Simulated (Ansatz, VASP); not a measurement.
# ZnS in VASP and in Ansatz

```
Zn S
1.0
     3.80742    0.00000    0.00000
    -1.90371    3.29732    0.00000
     0.00000    0.00000    6.24599
Zn S
2 2
Direct
  0.33333 0.66667 0.00035
  0.66667 0.33333 0.50035
  0.33333 0.66667 0.37465
  0.66667 0.33333 0.87465
```

Alike in both runs: functional r2SCAN; k mesh 6 × 6 × 4; occupations gaussian, width 0.02 eV; no spin polarisation.

Ansatz relaxed the structure, and its values are those at the end. VASP's run is a single point on that final structure, the one shown.

|  | VASP | Ansatz |
| --- | --- | --- |
| version | VASP 6.6.1 | Ansatz 0.2.0 |
| potentials or method | VASP PAW PBE potentials, release 64 (Zn, S), cutoff 520 eV | scalar-relativistic, plane waves, PAW |
| valence electrons in the cell | 36 | 36 |

VASP gave:

```
gap on the k mesh at the Fermi level (eV) : 2.78
least direct gap on the mesh (eV)         : 2.78
pressure (GPa)                            : 0.0
```

Task: Estimate Ansatz's values.

Result: gap on the k mesh at the Fermi level (eV): 2.77; least direct gap on the mesh (eV): 2.77; pressure (GPa): 0.0.

VASP's potentials were made for PBE, not for r2SCAN.
